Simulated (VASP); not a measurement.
# CoW3 (Pm-3m) in VASP: notebook, part 2 of 2

VASP 6.6.1.

### Step 4. Single point, PBE, collinear spin, ferromagnetic start

This run uses another cell than the first one, of 16.11 Å³/atom.

Input file INCAR:

```
ALGO     = Normal         # electronic algorithm
EDIFF    = 1E-6           # SCF threshold, eV
ENCUT    = 520            # plane-wave cutoff, eV
GGA      = PE             # functional
ISIF     = 2              # what is computed and relaxed
ISMEAR   = -1             # smearing method
ISPIN    = 2              # spin polarisation
LASPH    = T              # aspherical terms in the spheres
LCHARG   = F              # write CHGCAR
LMAXMIX  = 4              # l up to which the mixer works
LORBIT   = 11             # projections on sites
LREAL    = F              # projectors in reciprocal space
LWAVE    = F              # write WAVECAR
MAGMOM   = 2.5 0 0 0      # initial moments
NBANDS   = 38             # bands
NELM     = 150            # most SCF steps
PREC     = Accurate       # precision mode
SIGMA    = 0.1            # smearing width, eV
```

Input file KPOINTS:

```
k-points
0
Gamma
  6 6 6
```

Input file POSCAR:

```
CoW3
1.0
    4.0088857351      0.0000000000      0.0000000000
    0.0000000000      4.0088857351      0.0000000000
    0.0000000000      0.0000000000      4.0088857351
Co W
1 3
Direct
    0.0000000000      0.0000000000      0.0000000000
    0.0000000000      0.5000000000      0.5000000000
    0.5000000000      0.0000000000      0.5000000000
    0.5000000000      0.5000000000      0.0000000000
```

Potentials or basis: VASP PAW PBE potentials, release 64 (Co, W_sv).

Run with:

```
$ cat potpaw_PBE.64/Co/POTCAR potpaw_PBE.64/W_sv/POTCAR > POTCAR
$ mpirun -np 1 vasp_std > vasp.out
```

OUTCAR:

```text
EDIFF = 1E-6
   ENCUT = 520
   GGA = PE
   ISIF = 2
   ISMEAR = -1
   ISPIN = 2
   LASPH = T
   LORBIT = 11
   LREAL = F
   NELM = 150
   PREC = Accurate

 ion  position               nearest neighbor table
   1  0.000  0.000  0.000-   2 2.83   3 2.83   4 2.83   2 2.83   3 2.83   2 2.83   4 2.83   2 2.83
                             3 2.83   4 2.83   3 2.83   4 2.83
   2  0.000  0.500  0.500-   1 2.83   3 2.83   4 2.83   1 2.83   4 2.83   1 2.83   3 2.83   1 2.83
                             3 2.83   4 2.83   4 2.83   3 2.83
   3  0.500  0.000  0.500-   1 2.83   2 2.83   4 2.83   1 2.83   4 2.83   2 2.83   4 2.83   4 2.83
                             1 2.83   2 2.83   1 2.83   2 2.83
   4  0.500  0.500  0.000-   1 2.83   2 2.83   3 2.83   2 2.83   3 2.83   1 2.83   3 2.83   3 2.83
                             1 2.83   2 2.83   2 2.83   1 2.83

  LATTYP: Found a simple cubic cell.
 ALAT       =     4.0088857351

  Lattice vectors:

 A1 = (   4.0088857351,   0.0000000000,   0.0000000000)
 A2 = (   0.0000000000,   4.0088857351,   0.0000000000)
 A3 = (   0.0000000000,   0.0000000000,   4.0088857351)

Analysis of symmetry for initial positions (statically):
=====================================================================
 Subroutine PRICEL returns:
 Original cell was already a primitive cell.

 Routine SETGRP: Setting up the symmetry group for a
 simple cubic supercell.

 Subroutine GETGRP returns: Found 48 space group operations
 (whereof 48 operations were pure point group operations)
 out of a pool of 48 trial point group operations.

The static configuration has the point symmetry O_h .

Analysis of symmetry for dynamics (positions and initial velocities):
[... 167 lines left out ...]
  ---------------------------------------------------
  free energy    TOTEN  =       -44.60961618 eV

  energy without entropy =      -44.44680381  energy(sigma->0) =      -44.52821000

 E-fermi :   9.4247     XC(G=0): -13.0329

 val. band max:        9.4074216101   @ k =   0.3333   0.0000   0.0000
 cond. band min:       9.4306154964   @ k =   0.5000   0.3333   0.3333
 fundamental gap:      0.0231938863
 Fermi energy:         9.4246849345

 spin component 1

 k-point     1 :       0.0000    0.0000    0.0000
  band No.  band energies     occupation
      1     -64.4041      1.00000
      2     -64.2911      1.00000
      3     -64.2911      1.00000
      4     -28.9253      1.00000
      5     -28.9253      1.00000
      6     -28.9253      1.00000
[... 789 lines left out ...]
     36      14.5259      0.00000
     37      18.3684      0.00000
 Fermi energy:         9.4246849345

 spin component 2

 k-point     1 :       0.0000    0.0000    0.0000
  band No.  band energies     occupation
      1     -64.3978      1.00000
      2     -64.2849      1.00000
      3     -64.2849      1.00000
      4     -28.9164      1.00000
      5     -28.9164      1.00000
      6     -28.9164      1.00000
[... 789 lines left out ...]
     36      14.5544      0.00000
     37      18.4884      0.00000
 [bands above 37 left out]

------------------------ aborting loop because EDIFF is reached ----------------------------------------

  FORCE on cell =-STRESS in cart. coord.  units (eV):
  Direction    XX          YY          ZZ          XY          YZ          ZX
  --------------------------------------------------------------------------------------
  -------------------------------------------------------------------------------------
  Total       -7.4714781     -7.4714781     -7.4714781      0.0000000      0.0000000     -0.0000000
  in kB     -185.8001582   -185.8001582   -185.8001582      0.0000000      0.0000000     -0.0000000
  external PRESSURE =    -185.8001582 kB  Pullay stress =       0.0000000 kB

 VOLUME and BASIS-vectors are now :
 -----------------------------------------------------------------------------
  energy-cutoff  :      520.00
  volume of cell :       64.43
      direct lattice vectors                 reciprocal lattice vectors
     4.008885735  0.000000000  0.000000000     0.249445873  0.000000000  0.000000000
     0.000000000  4.008885735  0.000000000     0.000000000  0.249445873  0.000000000
     0.000000000  0.000000000  4.008885735     0.000000000  0.000000000  0.249445873

 POSITION                                       TOTAL-FORCE (eV/Angst)
 -----------------------------------------------------------------------------------
      0.00000      0.00000      0.00000         0.000000      0.000000      0.000000
      0.00000      2.00444      2.00444         0.000000      0.000000      0.000000
      2.00444      0.00000      2.00444         0.000000      0.000000      0.000000
      2.00444      2.00444      0.00000         0.000000      0.000000      0.000000
 -----------------------------------------------------------------------------------
    total drift:                                0.000000      0.000000     -0.000000

  FREE ENERGIE OF THE ION-ELECTRON SYSTEM (eV)
  ---------------------------------------------------
  free  energy   TOTEN  =       -44.6096161829 eV

  energy  without entropy=      -44.4468038117  energy(sigma->0) =      -44.52821000

 total charge

# of ion       s       p       d       tot
------------------------------------------
    1        0.429   0.479   7.227   8.135
    2        2.396   6.267   3.252  11.916
    3        2.396   6.267   3.252  11.916
    4        2.396   6.267   3.252  11.916
--------------------------------------------------
tot          7.619  19.281  16.983  43.883

 magnetization (x)

# of ion       s       p       d       tot
------------------------------------------
    1        0.004   0.008   0.656   0.668
    2       -0.001  -0.003   0.015   0.012
    3       -0.001  -0.003   0.015   0.012
    4       -0.001  -0.003   0.015   0.012
--------------------------------------------------
tot          0.002  -0.001   0.702   0.703
```

Wall time 83 s (1 thread of AMD EPYC 9R45 (Zen 5), shared host); peak memory 0.2 GiB.

What came out:

| Quantity | Value |
| --- | --- |
| Free energy | -44.6096 eV |
| Pressure | -18.6 GPa |
| Net moment | 0.69 μB per cell |
| Site moments | Co +0.67; W +0.01 μB |
| Valence electrons inside the program's atomic spheres | Co 8.13; W 11.92 |

Levels at points of the mesh, in eV from the Fermi level:
Spin up:
| k point | band 23 | band 24 | band 25 | band 26 | band 27 | band 28 |
| --- | --- | --- | --- | --- | --- | --- |
| (0.00, 0.00, 0.00) | -0.03 | -0.03 | 2.49 | 2.49 | 2.49 | 2.70 |
| (0.50, 0.00, 0.00) | -1.31 | 0.06 | 0.08 | 0.08 | 0.58 | 0.62 |
| (0.50, 0.50, 0.00) | -1.76 | -1.76 | -1.28 | 0.39 | 0.39 | 0.96 |
| (0.50, 0.50, 0.50) | -0.71 | -0.71 | 0.34 | 0.34 | 0.34 | 0.81 |
Spin down:
| k point | band 22 | band 23 | band 24 | band 25 | band 26 | band 27 | band 28 | band 29 |
| --- | --- | --- | --- | --- | --- | --- | --- | --- |
| (0.00, 0.00, 0.00) | -0.80 | 0.64 | 0.64 | 2.63 | 2.63 | 2.63 | 2.71 | 2.71 |
| (0.50, 0.00, 0.00) | -1.63 | -0.59 | 0.08 | 0.30 | 0.30 | 0.68 | 1.10 | 1.67 |
| (0.50, 0.50, 0.00) | -1.66 | -1.64 | -1.29 | -0.46 | 0.61 | 0.61 | 0.98 | 0.98 |
| (0.50, 0.50, 0.50) | -0.67 | -0.67 | -0.67 | 0.35 | 0.35 | 0.35 | 0.82 | 2.29 |

Caveat: the cell stands under tension; spin-orbit coupling is left out, which moves the levels of the heavy elements.

### Step 5. Summary

| cell | gap on the mesh (eV) | pressure (GPa) | moment (μB) |
| --- | --- | --- | --- |
| a = 3.907 Å, 4 atoms | none | -1.1 | 0.15 |
| a = 3.959 Å, 4 atoms | none | -10.8 | 0.41 |
| a = 4.009 Å, 4 atoms | none | -18.6 | 0.69 |

Alike in all rows: task single point; level PBE; potentials or basis VASP PAW PBE potentials, release 64 (Co, W_sv); spin collinear, ferromagnetic start; k mesh 6 × 6 × 6; cutoff (eV) 520; smearing fermi-dirac 0.1 eV.

Caveats: spin-orbit coupling is left out, which moves the levels of the heavy elements; the cell stands under tension (at least some runs).

Absolute energies hang on the potentials; compare differences alone.
